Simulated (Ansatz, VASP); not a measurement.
# One calculation of CuI, two programs

```
CELL_PARAMETERS angstrom
4.29780 0.00000 0.00000
0.00000 4.29780 0.00000
0.00000 0.00000 28.67552
ATOMIC_POSITIONS crystal
Cu 0.50000 0.00000 0.26155
Cu 0.00000 0.50000 0.36753
Cu 0.50000 0.00000 0.47351
Cu 0.00000 0.50000 0.57948
Cu 0.50000 0.00000 0.68546
I 0.50000 0.50000 0.31454
I 0.00000 0.00000 0.42052
I 0.50000 0.50000 0.52649
I 0.00000 0.00000 0.63247
I 0.50000 0.50000 0.73845
```

Alike in both runs: task single point; functional PBE; k mesh 6 × 6 × 1; occupations gaussian, width 0.05 eV; no spin polarisation.

```csv
,VASP,Ansatz
version,VASP 6.6.1,Ansatz 0.2.0
potentials or method,"VASP PAW PBE potentials, release 64 (Cu, I), cutoff 520 eV","scalar-relativistic, plane waves, PAW"
valence electrons in the cell,90,180
```

|  | VASP | Ansatz | Ansatz less VASP |
| --- | --- | --- | --- |
| gap on the k mesh at the Fermi level (eV) | none | none | - |
| rms of the force components (eV/Å) | 0.205 | 0.205 | 0.0000 |

A gap of «none» marks a metal or a gap that the smearing closes. The functional is the same, so the differences come from potentials, cutoffs and numerics. VASP's potentials hold 90 valence electrons a cell and Ansatz's 180, so a difference there can come from the potentials and not from the codes. Ansatz's warnings: xc potential rough in thin density.

Neither program's run includes spin-orbit coupling.
